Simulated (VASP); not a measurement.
A run of VASP 6.6.1 is set up as follows.

Contents of INCAR:

```
ALGO = Normal
EDIFF = 1E-6
ENCUT = 520
GGA = PE
ISIF = 2
ISMEAR = 0
LASPH = T
LCHARG = F
LREAL = F
LWAVE = F
NBANDS = 27
NELM = 80
PREC = Accurate
SIGMA = 0.03
```

KPOINTS

```
k-points
0
Gamma
  12 12 2
```

File POSCAR:

```
InO
1.0
    3.4536138013      0.0000000000      0.0000000000
   -1.7268069007      2.9909172868      0.0000000000
    0.0000000000      0.0000000000     15.4801725000
In O
2 2
Direct
    0.6666666667      0.3333333333      0.5900210000
    0.6666666667      0.3333333333      0.4099790000
    0.0000000000      0.0000000000      0.6398670000
    0.0000000000      0.0000000000      0.3601330000
```

Potentials or basis: VASP PAW PBE potentials, release 64 (In_d, O).

Launch:

```sh
$ cat potpaw_PBE.64/In_d/POTCAR potpaw_PBE.64/O/POTCAR > POTCAR
$ mpirun -np 1 vasp_std > vasp.out
```

Estimate the largest force.

0.205 eV/Å.

Predict the band gap on the k mesh.

0.44 eV, indirect (least direct gap 1.13 eV).

Forces in eV/Å, atoms in the order of the input:
```
In   0.000  0.000  0.205
In   0.000  0.000 -0.205
O    0.000  0.000  0.156
O    0.000  0.000 -0.156
```

Caveat: the cell differs from its parent crystal (strain +0.000 along x and y, -0.025 along z); spin-orbit coupling is left out, which moves the levels of the heavy elements.
